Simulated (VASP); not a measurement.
# Sc in VASP: single point with PBE

Aim: the single point of Sc with PBE.

All numbers are computed with VASP 6.6.1; they aren't measurements. Logs are shortened: lines on timing, memory, paths and dates and some standing lists are left out, and cuts for length are marked.

## Step 1: The cell of the first run

The cell holds a single atom in a box, 1 atom: a = 14.000 Å, b = 14.400 Å, c = 14.800 Å, α = 90.00°, β = 90.00°, γ = 90.00°.

## Step 2: Single point, PBE, collinear spin

Input file INCAR:

```
ALGO = Normal ; EDIFF = 1E-6
ENCUT = 400 ; GGA = PE
GGA_COMPAT = False ; ISIF = 2
ISMEAR = -1 ; ISPIN = 2
ISYM = 0 ; LASPH = True
LCHARG = True ; LELF = True
LMAXMIX = 4 ; LORBIT = 11
LREAL = False ; LVHAR = True
LWAVE = False ; MAGMOM = 1
NBANDS = 16 ; NELM = 200
PREC = Accurate ; SIGMA = 0.01
```

Input file KPOINTS:

```
k-points
0
Gamma
  1 1 1
```

Input file POSCAR:

```
Sc
1.0
   14.0000000000      0.0000000000      0.0000000000
    0.0000000000     14.4000000000      0.0000000000
    0.0000000000      0.0000000000     14.8000000000
Sc
1
Direct
    0.5000000000      0.5000000000      0.5000000000
```

Potentials or basis: VASP PAW PBE potentials, release 64 (Sc_sv).

The run is started by

```
> cat potpaw_PBE.64/Sc_sv/POTCAR > POTCAR
> mpirun -np 1 vasp_gam > vasp.out
```

OUTCAR:

```text
EDIFF = 1E-6
   ENCUT = 400
   GGA = PE
   ISIF = 2
   ISMEAR = -1
   ISPIN = 2
   ISYM = 0
   LASPH = True
   LORBIT = 11
   LREAL = False
   NELM = 200
   PREC = Accurate

 ion  position               nearest neighbor table
   1  0.500  0.500  0.500-

IMPORTANT INFORMATION: All symmetrisations will be switched off!
NOSYMM: (Re-)initialisation of all symmetry stuff for point group C_1.

----------------------------------------------------------------------------------------

                                     Primitive cell

  volume of cell :    2983.6800

  direct lattice vectors                    reciprocal lattice vectors
    14.000000000  0.000000000  0.000000000     0.071428571  0.000000000  0.000000000
     0.000000000 14.400000000  0.000000000     0.000000000  0.069444444  0.000000000
     0.000000000  0.000000000 14.800000000     0.000000000  0.000000000  0.067567568

  length of vectors
    14.000000000 14.400000000 14.800000000     0.071428571  0.069444444  0.067567568

  position of ions in fractional coordinates (direct lattice)
     0.500000000  0.500000000  0.500000000

  ion indices of the primitive-cell ions
   primitive index   ion index
                 1           1

----------------------------------------------------------------------------------------

 KPOINTS: k-points

Automatic generation of k-mesh.
 Grid dimensions read from file:
 generate k-points for:    1    1    1

 Generating k-lattice:

  Cartesian coordinates                     Fractional coordinates (reciprocal lattice)
     0.071428571  0.000000000  0.000000000     1.000000000  0.000000000  0.000000000
     0.000000000  0.069444444  0.000000000     0.000000000  1.000000000  0.000000000
     0.000000000  0.000000000  0.067567568     0.000000000  0.000000000  1.000000000

  Length of vectors
     0.071428571  0.069444444  0.067567568

  Shift w.r.t. Gamma in fractional coordinates (k-lattice)
     0.000000000  0.000000000  0.000000000

 Subroutine IBZKPT returns following result:
 ===========================================

 Found      1 irreducible k-points:

 Following reciprocal coordinates:
            Coordinates               Weight
  0.000000  0.000000  0.000000      1.000000
   k-points           NKPTS =      1   k-points in BZ     NKDIM =      1   number of bands    NBANDS=     16
   number of dos      NEDOS =    301   number of ions     NIONS =      1
   total plane-waves  NPLWV = 903168
   dimension x,y,z NGX =    96 NGY =   96 NGZ =   98
   dimension x,y,z NGXF=   192 NGYF=  192 NGZF=  196
   ions per type =               1
   NGX,Y,Z   is equivalent  to a cutoff of  11.40, 11.08, 11.01 a.u.
   NGXF,Y,Z  is equivalent  to a cutoff of  22.80, 22.17, 22.02 a.u.
 SYSTEM =  unknown system
   PREC   = accura    normal or accurate (medium, high low for compatibility)
   ISTART =      0    job   : 0-new  1-cont  2-samecut
   ICHARG =      2    charge: 1-file 2-atom 10-const
   ISPIN  =      2    spin polarized calculation?
   LNONCOLLINEAR =      F non collinear calculations
   LSORBIT =      F    spin-orbit coupling
   LASPH  =      T    aspherical Exc in radial PAW
   ENCUT  =  400.0 eV  29.40 Ry    5.42 a.u.  22.83 23.48 24.14*2*pi/ulx,y,z
   NELM   =    200;   NELMIN=  2; NELMDL= -5     # of ELM steps
   EDIFF  = 0.1E-05   stopping-criterion for ELM
   LREAL  =      F    real-space projection
   EDIFFG = 0.1E-04   stopping-criterion for IOM
   NSW    =      0    number of steps for IOM
   IBRION =     -1    ionic relax: 0-MD 1-quasi-New 2-CG
   NFREE  =      0    steps in history (QN), initial steepest desc. (CG)
   ISIF   =      2    stress and relaxation
   ISYM   =      0    0-nonsym 1-usesym 2-fastsym
   POTIM  = 0.5000    time-step for ionic-motion
   TEBEG  =    0.0;   TEEND  =   0.0 temperature during run
   PSTRESS=    0.0 pullay stress
   NELECT =      11.0000    total number of electrons
   NUPDOWN=      -1.0000    fix difference up-down
   EMIN   =  10.00;   EMAX   =-10.00  energy-range for DOS
   EFERMI =   0.00;   METHOD = LEGACY
   ISMEAR =    -1;   SIGMA  =   0.01  broadening in eV -4-tet -1-fermi 0-gaus
   EFERMI_NEDOS =   21; number of points for ismear=-14 and -15
   IALGO  =     38    algorithm
   IMIX   =      4    mixing-type and parameters
     AMIX     =   0.40;   BMIX     =  1.00
     AMIX_MAG =   1.60;   BMIX_MAG =  1.00
  volume/ion in A,a.u.               =    2983.68     20134.87
  Fermi-wavevector in a.u.,A,eV,Ry     =   0.252904  0.477918  0.870232  0.063960
  Thomas-Fermi vector in A             =   1.072337
   LORBIT       =     11    0 simple, 1 ext, 2 COOP (PROOUT), +10 PAW based schemes
   GGA     = PE    functional components
   LHFCALC =     F    Hartree Fock is set to
   AEXX    =    0.0000 exact exchange contribution
   IVDW    =     0    specifies the selected vdW correction
   LEPSILON=     F    determine dielectric tensor
   LRPA    =     F    only Hartree local field effects (RPA)
 spin polarized calculation
  energy-cutoff  :      400.00
  volume of cell :     2983.68
 maximum number of plane-waves:     27122
 NGX is ok and might be reduce to    90
   NGX = 45   NGY = 47   NGZ = 49

 number of electron      11.0000001 magnetization       1.0000000

 Free energy of the ion-electron system (eV)
  ---------------------------------------------------
  ext. energy  EPLUGINS =         0.00000000
  ---------------------------------------------------
  free energy    TOTEN  =        -2.12939864 eV

  energy without entropy =       -2.12939864  energy(sigma->0) =       -2.12939864

 E-fermi :  -3.1432     XC(G=0):  -0.5168

 val. band max:       -3.3932031574   @ k =   0.0000   0.0000   0.0000
 cond. band min:      -2.8848029191   @ k =   0.0000   0.0000   0.0000
 fundamental gap:      0.5084002382
 Fermi energy:        -3.1432132411

 spin component 1

 k-point     1 :       0.0000    0.0000    0.0000
  band No.  band energies     occupation
      1     -54.5876      1.00000
      2     -33.3946      1.00000
      3     -33.1120      1.00000
      4     -33.1118      1.00000
      5      -4.0741      1.00000
      6      -3.3932      1.00000
      7      -2.8848      0.00000
      8      -2.8829      0.00000
      9      -2.8827      0.00000
     10      -2.5195      0.00000
     11      -1.4262      0.00000
     12      -1.4247      0.00000
     13      -1.1226      0.00000
     14      -0.1628      0.00000
     15       0.4387      0.00000
     16       0.4583      0.00000
 Fermi energy:        -3.1432132411

 spin component 2

 k-point     1 :       0.0000    0.0000    0.0000
  band No.  band energies     occupation
      1     -53.9444      1.00000
      2     -33.2189      1.00000
      3     -32.2251      1.00000
      4     -32.2249      1.00000
      5      -3.8635      1.00000
      6      -2.6832      0.00000
      7      -2.6085      0.00000
      8      -2.6084      0.00000
      9      -2.1838      0.00000
     10      -1.5671      0.00000
     11      -1.5326      0.00000
     12      -0.9757      0.00000
     13      -0.9724      0.00000
     14      -0.1500      0.00000
     15       0.4443      0.00000
     16       0.4693      0.00000

------------------------ aborting loop because EDIFF is reached ----------------------------------------

  FORCE on cell =-STRESS in cart. coord.  units (eV):
  Direction    XX          YY          ZZ          XY          YZ          ZX
  --------------------------------------------------------------------------------------
  -------------------------------------------------------------------------------------
  Total       -0.0238325     -0.0235104     -0.0230034     -0.0016366     -0.0008129     -0.0009569
  in kB       -0.0127976     -0.0126246     -0.0123524     -0.0008788     -0.0004365     -0.0005139
  external PRESSURE =      -0.0125915 kB  Pullay stress =       0.0000000 kB

 VOLUME and BASIS-vectors are now :
 -----------------------------------------------------------------------------
  energy-cutoff  :      400.00
  volume of cell :     2983.68
      direct lattice vectors                 reciprocal lattice vectors
    14.000000000  0.000000000  0.000000000     0.071428571  0.000000000  0.000000000
     0.000000000 14.400000000  0.000000000     0.000000000  0.069444444  0.000000000
     0.000000000  0.000000000 14.800000000     0.000000000  0.000000000  0.067567568

 POSITION                                       TOTAL-FORCE (eV/Angst)
 -----------------------------------------------------------------------------------
      7.00000      7.20000      7.40000        -0.000025     -0.000141      0.000058
 -----------------------------------------------------------------------------------
    total drift:                               -0.000025     -0.000141      0.000058

  FREE ENERGIE OF THE ION-ELECTRON SYSTEM (eV)
  ---------------------------------------------------
  free  energy   TOTEN  =        -2.1293986437 eV

  energy  without entropy=       -2.1293986437  energy(sigma->0) =       -2.12939864

 total charge

# of ion       s       p       d       tot
------------------------------------------
    1        2.403   5.929   0.904   9.235

 magnetization (x)

# of ion       s       p       d       tot
------------------------------------------
    1        0.024   0.001   0.748   0.772
```

Wall time 27 min (1 thread of Intel Xeon 8259CL, shared host); peak memory 2 GiB.

Results:

* Free energy: -2.1294 eV
* Pressure: 0.0 GPa
* Band gap on the k mesh: 0.51 eV
* Net moment: 1.00 μB per cell
* Site moments: Sc +0.77 μB
* Valence electrons inside the program's atomic spheres: Sc 9.23
